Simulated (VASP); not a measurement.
Wanted: the native input for a VASP 6.6.1 run.

- Task: single point
- Functional: PBE
- Potentials or basis: VASP PAW PBE potentials, release 64 (Sc_sv, Al, N)
- Cutoff: 520 eV
- k mesh: 6 × 6 × 6
- Occupations: gaussian, width 0.1 eV
- Spin: collinear spin, ferromagnetic start
- Starting moments: [0.0, 0.0, 0.0, 0.0, 0.0, 1.0] μB
- Dipole correction: no
- Further INCAR settings: ALGO = Normal; EDIFF = 1e-06; NBANDS = 27

The structure of ScAl4N lies in POSCAR:

```
ScAl4N
1.0
    2.4487124400      1.4137647900      4.3024211500
   -2.4487124400      1.4137647900      4.3024211500
    0.0000000000     -2.8275295700      4.3024211500
Sc Al N
1 4 1
Direct
    0.0002918800      0.0002918800      0.0002918800
    0.3691721000      0.8675298100      0.3691721000
    0.3691721000      0.3691721000      0.8675298100
    0.8675298100      0.3691721000      0.3691721000
    0.7721425900      0.7721425900      0.7721425900
    0.3716915200      0.3716915200      0.3716915200
```

The cell was built from a structure type or drawn by symmetry, and may not be a known phase.

These files were run (other wordings do the same):

INCAR

```
  ALGO = Normal
  EDIFF = 1E-6
  ENCUT = 520
  GGA = PE
  ISIF = 2
  ISMEAR = 0
  ISPIN = 2
  LASPH = T
  LCHARG = F
  LMAXMIX = 4
  LORBIT = 11
  LREAL = F
  LWAVE = F
  MAGMOM = 0 0 0 0 0 1
  NBANDS = 27
  NELM = 150
  PREC = Accurate
  SIGMA = 0.1
```

KPOINTS

```
k-points
0
Gamma
  6 6 6
```

Potentials or basis: VASP PAW PBE potentials, release 64 (Sc_sv, Al, N).

Run with:

```sh
$ cat potpaw_PBE.64/Sc_sv/POTCAR potpaw_PBE.64/Al/POTCAR potpaw_PBE.64/N/POTCAR > POTCAR
$ mpirun -np 1 vasp_std > vasp.out
```

It gave:

```json
{
  "Pressure": "7.3 GPa",
  "Largest force": "0.772 eV/Å",
  "Band gap on the k mesh": "zero (filled and empty bands overlap)",
  "Net moment": "0.00 μB per cell",
  "Valence electrons inside the program's atomic spheres": "Sc 9.44; Al 0.86, 0.78 (each value once); N 3.43"
}
```

Caveat: the cell stands under pressure.

Wall time 120 s on 1 thread of Intel(R) Xeon(R) 6975P-C (Granite Rapids) (shared host), peak memory 0.35 GiB.
